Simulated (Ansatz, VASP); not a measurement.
One calculation of Ti5C, two programs

```
Ti C
1.0
     4.91014    0.00000    0.00000
    -2.45507    4.25231    0.00000
     0.00000    0.00000    5.15921
Ti C
5 1
Direct
  0.33333 0.66667 0.24164
  0.66667 0.33333 0.24164
  0.50000 0.00000 0.74158
  0.00000 0.50000 0.74158
  0.50000 0.50000 0.74158
  0.00000 0.00000 0.74146
```

Alike in both runs: functional PBE; k mesh 6 × 6 × 4; occupations gaussian, width 0.1 eV; no spin polarisation.

Ansatz relaxed the structure, and its values are those at the end. VASP's run is a single point on that final structure, the one shown.

```csv
,VASP,Ansatz
version,VASP 6.6.1,Ansatz 0.2.0
potentials or method,"VASP PAW PBE potentials, release 64 (Ti_sv, C), cutoff 520 eV","scalar-relativistic, plane waves, PAW"
valence electrons in the cell,64,64
```

```tsv
	VASP	Ansatz	Ansatz less VASP
gap on the k mesh at the Fermi level (eV)	none	none	-
pressure (GPa)	-0.1	0.0	+0.11
```

A gap of «none» marks a metal or a gap that the smearing closes. With one functional, cell and mesh, what is left measures potentials, basis and numerics.
